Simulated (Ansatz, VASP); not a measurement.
WS2: VASP beside Ansatz

INCAR

```
PREC     = Accurate       # precision mode
ENCUT    = 520            # plane-wave cutoff, eV
EDIFF    = 1E-6           # SCF threshold, eV
ISMEAR   = -1             # smearing method
SIGMA    = 0.05           # smearing width, eV
LREAL    = F              # projectors in reciprocal space
LASPH    = T              # aspherical terms in the spheres
NELM     = 60             # most SCF steps
ALGO     = Normal         # electronic algorithm
ISIF     = 2              # what is computed and relaxed
LWAVE    = F              # write WAVECAR
LCHARG   = T              # write CHGCAR
GGA      = PS             # functional
LELF     = T              # ELF
LVHAR    = T            
NBANDS   = 20             # bands
```

The input KPOINTS:

```
Automatic mesh
0
Gamma
  5 5 5
```

File POSCAR:

```
WS2
1.0
    1.5790000000      0.9116360800      6.1633333300
   -1.5790000000      0.9116360800      6.1633333300
    0.0000000000     -1.8232721500      6.1633333300
W S
1 2
Direct
    0.0000000000      0.0000000000      0.0000000000
    0.2497000000      0.2497000000      0.2497000000
    0.4190000000      0.4190000000      0.4190000000
```

Input for Ansatz:

```yaml
crystal:
  lattice:
    - [1.579, 0.91163608, 6.16333333]
    - [-1.579, 0.91163608, 6.16333333]
    - [0.0, -1.82327215, 6.16333333]
  atoms:
    - { symbol: W, position: [0.0, 0.0, 0.0] }
    - { symbol: S, position: [0.2497, 0.2497, 0.2497] }
    - { symbol: S, position: [0.419, 0.419, 0.419] }
kpoints:
  mp_grid:
    grid: [5, 5, 5]
hamiltonian:
  xc: pbesol
  pseudopotentials:
    kind: paw
scf:
  occupations:
    method: fermi_dirac
    width: 0.05
output:
  forces: true
  stress: true
```

Alike in both runs: task single point; functional PBEsol; k mesh 5 × 5 × 5; occupations fermi-dirac, width 0.05 eV; no spin polarisation.

```csv
,VASP,Ansatz
version,VASP 6.6.1,Ansatz 0.2.0
potentials or method,"VASP PAW PBE potentials, release 64 (W_sv, S)","plane waves, PAW"
plane-wave cutoff (eV),520,420
valence electrons in the cell,26,26
```

Ansatz gave:

| Quantity | Value |
| --- | --- |
| pressure (GPa) | -0.6 |
| traceless stress, the component that is largest in VASP (GPa) | 0.67 |
| rms of the force components (eV/Å) | 0.246 |

Q: Estimate VASP's values.

A: Pressure (GPa): -0.5; traceless stress, the component that is largest in VASP (GPa): 0.69; rms of the force components (eV/Å): 0.246.

VASP's potentials were made for PBE, not for PBEsol. Atom by atom the forces differ by 0.009 eV/Å (rms over components). The functional is the same, so the differences come from potentials, cutoffs and numerics.

The k mesh is coarse, so the values compare programs but aren't converged. Spin-orbit coupling is off throughout.
